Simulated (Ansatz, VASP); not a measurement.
# As: VASP beside Ansatz

File INCAR:

```
SYSTEM = As
PREC     = Accurate       ! precision mode
ENCUT    = 520            ! plane-wave cutoff, eV
EDIFF    = 1E-7           ! SCF threshold, eV
ISMEAR   = 0              ! smearing method
SIGMA    = 0.02           ! smearing width, eV
LREAL    = .FALSE.        ! projectors in reciprocal space
LASPH    = .TRUE.         ! aspherical terms in the spheres
NELM     = 80             ! most SCF steps
ALGO     = Normal         ! electronic algorithm
ISIF     = 2              ! what is computed and relaxed
LWAVE    = .FALSE.        ! write WAVECAR
LCHARG   = .FALSE.        ! write CHGCAR
LDIPOL   = .TRUE.       
IDIPOL   = 3            
DIPOL    = 0.5 0.5 0.500
GGA      = PE             ! functional
IVDW     = 12             ! dispersion correction
IBRION   = 2              ! ionic algorithm
NSW      = 60             ! ionic steps
EDIFFG   = -0.01          ! ionic threshold
```

Contents of KPOINTS:

```
regular mesh
0
G
  9 9 1
  0 0 0
```

The input POSCAR:

```
As
1.0
    3.5001913585      0.0000000000      0.0000000000
   -1.7500956792      3.0931169740      0.0000000000
    0.0000000000      0.0000000000     28.5742411176
As
2
Direct
    0.3333333333      0.6666666667      0.4755450769
    0.6666666667      0.3333333333      0.5244549231
```

Input for Ansatz:

```yaml
crystal:
  lattice:
    - [3.5001913585, 0.0, 0.0]
    - [-1.7500956792, 3.093116974, 0.0]
    - [0.0, 0.0, 28.5742411176]
  atoms:
    - { symbol: As, position: [0.3333333333, 0.6666666667, 0.4755450769] }
    - { symbol: As, position: [0.6666666667, 0.3333333333, 0.5244549231] }
  periodic: [true, true, false]
basis:
  ecutwfc: 420
kpoints:
  mp_grid: { grid: [9, 9, 1] }
  band_path:
    path:
      - [0, 0, 0]
      - [0.5, 0, 0]
      - [0.3333333333333, 0.3333333333333, 0]
      - [0, 0, 0]
    npoints: 8
hamiltonian:
  xc: pbe
  dispersion: d3bj
scf:
  occupations: { method: gaussian, width: 0.02 }
output:
  forces: true
  stress: true
  eigenvalues: true
  write_density: true
  write_potential: true
  elf: true
  volumetric_format: npy
relax:
  adjacent_minimum: "off"
  f_tol: 0.01
  max_steps: 40
```

Change from the starting cell: strain along x -0.020, atoms relaxed.

Alike in both runs: task relaxation of the atoms; functional PBE; dispersion D3(BJ); k mesh 9 × 9 × 1; occupations gaussian, width 0.02 eV; no spin polarisation.

|  | VASP | Ansatz |
| --- | --- | --- |
| version | VASP 6.6.1 | Ansatz 0.2.0 |
| potentials or method | VASP PAW PBE potentials, release 64 (As), cutoff 520 eV | scalar-relativistic, plane waves, PAW |
| valence electrons in the cell | 10 | 30 |

```tsv
	VASP	Ansatz	Ansatz less VASP
gap on the k mesh at the Fermi level, each at its own relaxed structure (eV)	1.26	1.29	+0.031
```

VASP's potentials hold 10 valence electrons a cell and Ansatz's 30, so a difference there can come from the potentials and not from the codes. Ansatz's warnings: stress scf threshold loose.
